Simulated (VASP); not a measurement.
# AlN (sol2) (R3m) in VASP: a series of runs

AlN (sol2) is run at these levels: PBEsol; tasks: relaxation of the atoms.

Program: VASP 6.6.1. These are calculated values, not measurements. Logs are shortened: lines on timing, memory, paths and dates and some standing lists are left out, and cuts for length are marked.

## (1) The cell of the first run

It takes space group R3m (No. 160, trigonal). Conventional cell: a = 3.086 Å, b = 3.086 Å, c = 7.733 Å, α = 90.00°, β = 90.00°, γ = 120.00°. Within 2.5 Å of Al (site symmetry 3m) lie 4 N at 1.90 to 1.92 Å. Within 2.5 Å of N (site symmetry 3m) lie 4 Al at 1.90 to 1.92 Å.

## (2) Relaxation of the atoms, PBEsol (strained cell)

INCAR reads:

```
  ALGO = Normal
  EDIFF = 1E-7
  EDIFFG = -0.002
  ENCUT = 520
  GGA = PS
  GGA_COMPAT = False
  IBRION = 2
  ISIF = 2
  ISMEAR = 0
  LASPH = True
  LCHARG = False
  LREAL = False
  LWAVE = False
  NELM = 120
  NELMIN = 4
  NSW = 60
  PREC = Accurate
  SIGMA = 0.02
```

KPOINTS reads:

```
k-points
0
Gamma
  9 9 9
```

POSCAR reads:

```
AlN
1.0
    0.0333404054      2.2157934991      2.2157934991
    2.2157934991      0.0333404054      2.2157934991
    2.2157934991      2.2157934991      0.0333404054
Al N
1 1
Direct
    0.0007287067      0.0007287067      0.0007287067
    0.2492712933      0.2492712933      0.2492712933
```

Potentials or basis: VASP PAW PBE potentials, release 64 (Al, N).

Started as:

```
> cat potpaw_PBE.64/Al/POTCAR potpaw_PBE.64/N/POTCAR > POTCAR
> mpirun -np 1 vasp_std > vasp.out
```

OUTCAR:

```text
EDIFF = 1E-7
   EDIFFG = -0.002
   ENCUT = 520
   GGA = PS
   IBRION = 2
   ISIF = 2
   ISMEAR = 0
   LASPH = True
   LREAL = False
   NELM = 120
   NELMIN = 4
   NSW = 60
   PREC = Accurate

 ion  position               nearest neighbor table
   1  0.001  0.001  0.001-   2 1.90   2 1.90   2 1.90   2 1.92
   2  0.249  0.249  0.249-   1 1.90   1 1.90   1 1.90   1 1.92

  LATTYP: Found a trigonal (rhomboedric) cell.
 ALAT       =     3.1337825776
 COS(alpha) =     0.5149884138

  Lattice vectors:

 A1 = (   0.0333404054,   2.2157934991,   2.2157934991)
 A2 = (   2.2157934991,   0.0333404054,   2.2157934991)
 A3 = (   2.2157934991,   2.2157934991,   0.0333404054)

Analysis of symmetry for initial positions (statically):
=====================================================================
 Subroutine PRICEL returns:
 Original cell was already a primitive cell.

 Routine SETGRP: Setting up the symmetry group for a
 trigonal (rhombohedral) supercell.

 Subroutine GETGRP returns: Found  6 space group operations
 (whereof  6 operations were pure point group operations)
 out of a pool of 12 trial point group operations.

The static configuration has the point symmetry C_3v.

Analysis of symmetry for dynamics (positions and initial velocities):
=====================================================================
 Subroutine PRICEL returns:
 Original cell was already a primitive cell.

 Routine SETGRP: Setting up the symmetry group for a
 trigonal (rhombohedral) supercell.

 Subroutine GETGRP returns: Found  6 space group operations
 (whereof  6 operations were pure point group operations)
 out of a pool of 12 trial point group operations.

The dynamic configuration has the point symmetry C_3v.

 Subroutine INISYM returns: Found  6 space group operations
 (whereof  6 operations are pure point group operations),
 and found     1 'primitive' translations

----------------------------------------------------------------------------------------

                                     Primitive cell

  volume of cell :      21.2669

  direct lattice vectors                    reciprocal lattice vectors
     0.033340405  2.215793499  2.215793499    -0.230810729  0.227389268  0.227389268
     2.215793499  0.033340405  2.215793499     0.227389268 -0.230810729  0.227389268
     2.215793499  2.215793499  0.033340405     0.227389268  0.227389268 -0.230810729

  length of vectors
     3.133782578  3.133782578  3.133782578     0.395835004  0.395835004  0.395835004

  position of ions in fractional coordinates (direct lattice)
     0.000728707  0.000728707  0.000728707
     0.249271293  0.249271293  0.249271293

  ion indices of the primitive-cell ions
   primitive index   ion index
                 1           1
                 2           2

----------------------------------------------------------------------------------------

 KPOINTS: k-points

Automatic generation of k-mesh.
 Grid dimensions read from file:
 generate k-points for:    9    9    9

 Generating k-lattice:

  Cartesian coordinates                     Fractional coordinates (reciprocal lattice)
    -0.025645637  0.025265474  0.025265474     0.111111111  0.000000000  0.000000000
     0.025265474 -0.025645637  0.025265474     0.000000000  0.111111111  0.000000000
     0.025265474  0.025265474 -0.025645637     0.000000000  0.000000000  0.111111111

  Length of vectors
     0.043981667  0.043981667  0.043981667

  Shift w.r.t. Gamma in fractional coordinates (k-lattice)
     0.000000000  0.000000000  0.000000000

 Subroutine IBZKPT returns following result:
 ===========================================

 Found     85 irreducible k-points:

 Following reciprocal coordinates:
            Coordinates               Weight
  0.000000  0.000000  0.000000      1.000000
  0.111111 -0.000000 -0.000000      6.000000
  0.222222 -0.000000  0.000000      6.000000
  0.333333 -0.000000 -0.000000      6.000000
  0.444444 -0.000000  0.000000      6.000000
  0.111111  0.111111 -0.000000      6.000000
[... 16 lines left out ...]
 -0.333333  0.333333  0.000000      6.000000
  0.444444  0.444444  0.000000      6.000000
 [... further k-points ...]
   k-points           NKPTS =     85   k-points in BZ     NKDIM =     85   number of bands    NBANDS=      8
   number of dos      NEDOS =    301   number of ions     NIONS =      2
   total plane-waves  NPLWV =  13824
   dimension x,y,z NGX =    24 NGY =   24 NGZ =   24
   dimension x,y,z NGXF=    48 NGYF=   48 NGZF=   48
   ions per type =               1   1
   NGX,Y,Z   is equivalent  to a cutoff of  12.73, 12.73, 12.73 a.u.
   NGXF,Y,Z  is equivalent  to a cutoff of  25.46, 25.46, 25.46 a.u.
 SYSTEM =  unknown system
   PREC   = accura    normal or accurate (medium, high low for compatibility)
   ISTART =      0    job   : 0-new  1-cont  2-samecut
   ICHARG =      2    charge: 1-file 2-atom 10-const
   ISPIN  =      1    spin polarized calculation?
   LNONCOLLINEAR =      F non collinear calculations
   LSORBIT =      F    spin-orbit coupling
   LASPH  =      T    aspherical Exc in radial PAW
   ENCUT  =  520.0 eV  38.22 Ry    6.18 a.u.   5.83  5.83  5.83*2*pi/ulx,y,z
   NELM   =    120;   NELMIN=  4; NELMDL= -5     # of ELM steps
   EDIFF  = 0.1E-06   stopping-criterion for ELM
   LREAL  =      F    real-space projection
   EDIFFG = -.2E-02   stopping-criterion for IOM
   NSW    =     60    number of steps for IOM
   IBRION =      2    ionic relax: 0-MD 1-quasi-New 2-CG
   NFREE  =      1    steps in history (QN), initial steepest desc. (CG)
   ISIF   =      2    stress and relaxation
   ISYM   =      2    0-nonsym 1-usesym 2-fastsym
   POTIM  = 0.5000    time-step for ionic-motion
   TEBEG  =    0.0;   TEEND  =   0.0 temperature during run
   PSTRESS=    0.0 pullay stress
   NELECT =       8.0000    total number of electrons
   NUPDOWN=      -1.0000    fix difference up-down
   EMIN   =  10.00;   EMAX   =-10.00  energy-range for DOS
   EFERMI =   0.00;   METHOD = LEGACY
   ISMEAR =     0;   SIGMA  =   0.02  broadening in eV -4-tet -1-fermi 0-gaus
   EFERMI_NEDOS =   21; number of points for ismear=-14 and -15
   IALGO  =     38    algorithm
   IMIX   =      4    mixing-type and parameters
     AMIX     =   0.40;   BMIX     =  1.00
     AMIX_MAG =   1.60;   BMIX_MAG =  1.00
  volume/ion in A,a.u.               =      10.63        71.76
  Fermi-wavevector in a.u.,A,eV,Ry     =   1.181780  2.233241 19.001960  1.396605
  Thomas-Fermi vector in A             =   2.318047
   LORBIT       =      0    0 simple, 1 ext, 2 COOP (PROOUT), +10 PAW based schemes
   GGA     = PS    functional components
   LHFCALC =     F    Hartree Fock is set to
   AEXX    =    0.0000 exact exchange contribution
   IVDW    =     0    specifies the selected vdW correction
   LEPSILON=     F    determine dielectric tensor
   LRPA    =     F    only Hartree local field effects (RPA)
 conjugate gradient relaxation of ions
 non-spin polarized calculation
 Gauss-broadening in eV      SIGMA  =   0.02
  energy-cutoff  :      520.00
  volume of cell :       21.27
 maximum number of plane-waves:       584
   NGX = 11   NGY = 11   NGZ = 11

--------------------------------------- Ionic step        1  -------------------------------------------

 number of electron       8.0000001 magnetization

 Free energy of the ion-electron system (eV)
  ---------------------------------------------------
  ext. energy  EPLUGINS =         0.00000000
  ---------------------------------------------------
  free energy    TOTEN  =       -15.60067116 eV

  energy without entropy =      -15.60067116  energy(sigma->0) =      -15.60067116

------------------------ aborting loop because EDIFF is reached ----------------------------------------

  FORCE on cell =-STRESS in cart. coord.  units (eV):
  Direction    XX          YY          ZZ          XY          YZ          ZX
  --------------------------------------------------------------------------------------
  -------------------------------------------------------------------------------------
  Total       -0.3594305     -0.3594305     -0.3594305     -0.3791778     -0.3791778     -0.3791778
  in kB      -27.0782938    -27.0782938    -27.0782938    -28.5659863    -28.5659863    -28.5659863
  external PRESSURE =     -27.0782938 kB  Pullay stress =       0.0000000 kB

 VOLUME and BASIS-vectors are now :
 -----------------------------------------------------------------------------
  energy-cutoff  :      520.00
  volume of cell :       21.27
      direct lattice vectors                 reciprocal lattice vectors
     0.033340405  2.215793499  2.215793499    -0.230810729  0.227389268  0.227389268
     2.215793499  0.033340405  2.215793499     0.227389268 -0.230810729  0.227389268
     2.215793499  2.215793499  0.033340405     0.227389268  0.227389268 -0.230810729
[... 37 lines left out ...]
 POSITION                                       TOTAL-FORCE (eV/Angst)
 -----------------------------------------------------------------------------------
      0.00464      0.00464      0.00464        -0.007942     -0.007942     -0.007942
      1.11159      1.11159      1.11159         0.007942      0.007942      0.007942
 -----------------------------------------------------------------------------------
    total drift:                               -0.000220     -0.000220     -0.000220

  FREE ENERGIE OF THE ION-ELECTRON SYSTEM (eV)
  ---------------------------------------------------
  free  energy   TOTEN  =       -15.6007589304 eV

  energy  without entropy=      -15.6007589304  energy(sigma->0) =      -15.60075893

--------------------------------------- Ionic step        3  -------------------------------------------

 number of electron       8.0000000 magnetization

 Free energy of the ion-electron system (eV)
  ---------------------------------------------------
  ext. energy  EPLUGINS =         0.00000000
  ---------------------------------------------------
  free energy    TOTEN  =       -15.60076599 eV

  energy without entropy =      -15.60076599  energy(sigma->0) =      -15.60076599

 E-fermi :   5.8902     XC(G=0): -11.0399

 val. band max:        5.7530339101   @ k =   0.0000   0.0000   0.0000
 cond. band min:       9.0375900595   @ k =   0.4444   0.4444   0.0000
 fundamental gap:      3.2845561494
 Fermi energy:         5.8902272256

 k-point     1 :       0.0000    0.0000    0.0000
  band No.  band energies     occupation
      1      -9.1526      2.00000
      2       5.5597      2.00000
      3       5.7530      2.00000
      4       5.7530      2.00000
      5       9.6244      0.00000
      6      17.5876      0.00000
      7      18.1526      0.00000
      8      18.1526      0.00000

 k-point     2 :       0.1111   -0.0000   -0.0000
  band No.  band energies     occupation
      1      -8.9725      2.00000
      2       4.7482      2.00000
      3       5.5232      2.00000
      4       5.6835      2.00000
      5      10.4102      0.00000
      6      17.5412      0.00000
      7      17.8797      0.00000
      8      18.2862      0.00000
[... 221 lines left out ...]
 k-point    23 :      -0.3333    0.3333    0.0000
  band No.  band energies     occupation
      1      -6.6127      2.00000
      2       1.4471      2.00000
      3       2.0260      2.00000
      4       4.5105      2.00000
      5      11.5045      0.00000
      6      15.5330      0.00000
      7      17.9065      0.00000
      8      18.7729      0.00000

 k-point    24 :       0.4444    0.4444    0.0000
  band No.  band energies     occupation
      1      -6.6153      2.00000
      2       0.9303      2.00000
      3       3.8599      2.00000
      4       4.0709      2.00000
      5       9.0376      0.00000
      6      14.1401      0.00000
      7      19.0380      0.00000
      8      20.9055      0.00000

 [... further k-points ...]
[... 5 lines left out ...]
  --------------------------------------------------------------------------------------
  -------------------------------------------------------------------------------------
  Total       -0.3626577     -0.3626577     -0.3626577     -0.3635698     -0.3635698     -0.3635698
  in kB      -27.3214200    -27.3214200    -27.3214200    -27.3901332    -27.3901332    -27.3901332
  external PRESSURE =     -27.3214200 kB  Pullay stress =       0.0000000 kB

 VOLUME and BASIS-vectors are now :
 -----------------------------------------------------------------------------
  energy-cutoff  :      520.00
  volume of cell :       21.27
      direct lattice vectors                 reciprocal lattice vectors
     0.033340405  2.215793499  2.215793499    -0.230810729  0.227389268  0.227389268
     2.215793499  0.033340405  2.215793499     0.227389268 -0.230810729  0.227389268
     2.215793499  2.215793499  0.033340405     0.227389268  0.227389268 -0.230810729

 POSITION                                       TOTAL-FORCE (eV/Angst)
 -----------------------------------------------------------------------------------
      0.00435      0.00435      0.00435        -0.000029     -0.000029     -0.000029
      1.11189      1.11189      1.11189         0.000029      0.000029      0.000029
 -----------------------------------------------------------------------------------
    total drift:                               -0.000131     -0.000131     -0.000131

  FREE ENERGIE OF THE ION-ELECTRON SYSTEM (eV)
  ---------------------------------------------------
  free  energy   TOTEN  =       -15.6007659938 eV

  energy  without entropy=      -15.6007659938  energy(sigma->0) =      -15.60076599

 reached required accuracy - stopping structural energy minimisation
```

It took 17 s on 1 thread of Intel Xeon 6975P-C, shared host; peak memory 0.14 GiB.

Results:

| Property | Result |
| --- | --- |
| Free energy | -15.6008 eV |
| Energy gained by relaxing | 0.0 meV/atom |
| Ionic steps | 3 |
| Pressure after relaxing | -2.7 GPa |
| Band gap on the k mesh | 3.28 eV, indirect (least direct gap 3.87 eV) |

Final structure:
```cif
data_structure
_symmetry_space_group_name_H-M 'P 1'
_symmetry_Int_Tables_number 1
_cell_length_a 3.1338
_cell_length_b 3.1338
_cell_length_c 3.1338
_cell_angle_alpha 59.003
_cell_angle_beta 59.003
_cell_angle_gamma 59.003
_cell_volume 21.27
loop_
_atom_site_label
_atom_site_type_symbol
_atom_site_fract_x
_atom_site_fract_y
_atom_site_fract_z
_atom_site_occupancy
Al1 Al 0.00097 0.00097 0.00097 1
N1 N 0.24903 0.24903 0.24903 1
```

Caveat: the cell differs from its parent crystal (strained cell); the PAW data sets were made with another functional, which shifts forces and pressure a little. A k mesh can miss the band edges.

## (3) Relaxation of the atoms, PBEsol (strained cell)

INCAR reads:

```
SYSTEM = AlN
PREC = Accurate
ENCUT = 520
EDIFF = 1E-7
ISMEAR = 0
SIGMA = 0.02
LREAL = .FALSE.
LASPH = .TRUE.
NELM = 120
ALGO = Normal
ISIF = 2
LWAVE = .FALSE.
LCHARG = .FALSE.
GGA = PS
IBRION = 2
NSW = 60
EDIFFG = -0.002
GGA_COMPAT = .FALSE.
NELMIN = 4
```

KPOINTS reads:

```
regular mesh
0
G
  9 9 9
  0 0 0
```

POSCAR reads:

```
AlN
1.0
    0.0334089885      2.2157592075      2.2157592075
    2.2157592075      0.0334089885      2.2157592075
    2.2157592075      2.2157592075      0.0334089885
Al N
1 1
Direct
    0.0009651336      0.0009651336      0.0009651336
    0.2490348664      0.2490348664      0.2490348664
```

Potentials or basis: VASP PAW PBE potentials, release 64 (Al, N).

Started as:

```
> cat potpaw_PBE.64/Al/POTCAR potpaw_PBE.64/N/POTCAR > POTCAR
> mpirun -np 1 vasp_std > vasp.out
```

Wall time 14 s (1 thread of Intel Xeon 6975P-C, shared host); peak memory 0.14 GiB.

Results (log left out):

```
Free energy               : -15.6008 eV
Energy gained by relaxing : 0.0 meV/atom
Ionic steps               : 2
Pressure after relaxing   : -2.7 GPa
Band gap on the k mesh    : 3.28 eV, indirect (least direct gap 3.87 eV)
```

Stress tensor (GPa, compression positive):
```
-2.71 -2.74 -2.74
-2.74 -2.71 -2.74
-2.74 -2.74 -2.71
```

Final structure:
```
Al N
1.0
     0.03341    2.21576    2.21576
     2.21576    0.03341    2.21576
     2.21576    2.21576    0.03341
Al N
1 1
Direct
  0.00098 0.00098 0.00098
  0.24902 0.24902 0.24902
```

Levels at points of the mesh, in eV from the valence-band top:
```
           k point  band 1  band 2  band 3  band 4  band 5  band 6  band 7  band 8
(0.00, 0.00, 0.00)  -14.91   -0.19    0.00    0.00    3.87   11.83   12.40   12.40
```

Caveat: the cell differs from its parent crystal (strained cell); the PAW data sets were made with another functional, which shifts forces and pressure a little. A k mesh can miss the band edges.

## (4) Relaxation of the atoms, PBEsol (strained cell)

INCAR reads:

```
SYSTEM = AlN
PREC = Accurate ; ENCUT = 520
EDIFF = 1E-7 ; ISMEAR = 0
SIGMA = 0.02 ; LREAL = .False.
LASPH = .True. ; NELM = 120
ALGO = Normal ; ISIF = 2
LWAVE = .False. ; LCHARG = .False.
GGA = PS ; IBRION = 2
NSW = 60 ; EDIFFG = -0.002
GGA_COMPAT = .False. ; NELMIN = 4
```

KPOINTS reads:

```
regular mesh
0
Gamma
  9 9 9
  0 0 0
```

POSCAR reads:

```
AlN
1.0
    0.0259176260      2.2195048888      2.2195048888
    2.2195048888      0.0259176260      2.2195048888
    2.2195048888      2.2195048888      0.0259176260
Al N
1 1
Direct
    0.0010688233      0.0010688233      0.0010688233
    0.2489311767      0.2489311767      0.2489311767
```

Started as:

```
> cat potpaw_PBE.64/Al/POTCAR potpaw_PBE.64/N/POTCAR > POTCAR
> mpirun -np 1 vasp_std > vasp.out
```

Run time: 18 s. Hardware: 1 thread of Intel Xeon 6975P-C, shared host; peak memory 0.14 GiB.

The run converged. Its results:

- Free energy: -15.5991 eV
- Energy gained by relaxing: 0.1 meV/atom
- Ionic steps: 3
- Pressure after relaxing: -4.6 GPa
- Band gap on the k mesh: 3.30 eV, indirect (least direct gap 3.81 eV)

Stress tensor (GPa, compression positive):
```
-4.64 -2.09 -2.09
-2.09 -4.64 -2.09
-2.09 -2.09 -4.64
```

Step by step:
```
step  energy change (eV)  largest force (eV/Å)  pressure (GPa)
   1              0.0000                0.0684           -4.66
   2             -0.0002                0.0180           -4.63
   3             -0.0002                0.0001           -4.64
```

Final structure:
```yaml
crystal:
  lattice:
    - [0.02592, 2.21950, 2.21950]
    - [2.21950, 0.02592, 2.21950]
    - [2.21950, 2.21950, 0.02592]
  atoms:
    - { symbol: Al, position: [0.00073, 0.00073, 0.00073] }
    - { symbol: N, position: [0.24927, 0.24927, 0.24927] }
```

Levels at points of the mesh, in eV from the valence-band top:
| k point | band 1 | band 2 | band 3 | band 4 | band 5 | band 6 | band 7 | band 8 |
| --- | --- | --- | --- | --- | --- | --- | --- | --- |
| (0.00, 0.00, 0.00) | -14.83 | -0.15 | 0.00 | 0.00 | 3.81 | 11.84 | 12.27 | 12.27 |

Caveat: the cell differs from its parent crystal (strained cell); the PAW data sets were made with another functional, which shifts forces and pressure a little. A k mesh can miss the band edges.
